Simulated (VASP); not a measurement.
A run of VASP 6.6.1:

INCAR

```
SYSTEM = In3GaP4
PREC = Accurate
ENCUT = 520
EDIFF = 1E-6
ISMEAR = 0
SIGMA = 0.01
LREAL = .FALSE.
LASPH = .TRUE.
NELM = 100
ALGO = Normal
ISIF = 2
LWAVE = .FALSE.
LCHARG = .TRUE.
GGA = PE
LELF = .TRUE.
LVHAR = .TRUE.
NBANDS = 46
```

KPOINTS

```
Automatic mesh
0
G
  6 6 6
  0 0 0
```

The input POSCAR:

```
In3GaP4
1.0
   -2.9515234472      2.9515234472      5.8937968266
    2.9515234472     -2.9515234472      5.8937968266
    2.9515234472      2.9515234472     -5.8937968266
Ga P In
1 4 3
Direct
    0.0000000000      0.0000000000      0.0000000000
    0.3563799063      0.3563799063      0.4733745763
    0.1169946699      0.6436200937      0.0000000000
    0.8830053301      0.8830053301      0.5266254237
    0.6436200937      0.1169946699      0.0000000000
    0.7500000000      0.2500000000      0.5000000000
    0.5000000000      0.5000000000      0.0000000000
    0.2500000000      0.7500000000      0.5000000000
```

Potentials or basis: VASP PAW PBE potentials, release 64 (Ga_d, P, In_d).

The run is started by

```sh
$ cat potpaw_PBE.64/Ga_d/POTCAR potpaw_PBE.64/P/POTCAR potpaw_PBE.64/In_d/POTCAR > POTCAR
$ mpirun -np 1 vasp_std > vasp.out
```

Hardware: 1 thread of AMD EPYC 9R45 96-Core Processor (Zen 5) (shared host).

Question: Estimate the wall time of this run.

Answer: Run time: 4.8 min on 1 thread of AMD EPYC 9R45 96-Core Processor (Zen 5), with other jobs on the host, peak memory 0.52 GiB. Counts: scf iterations 15, k points 30.
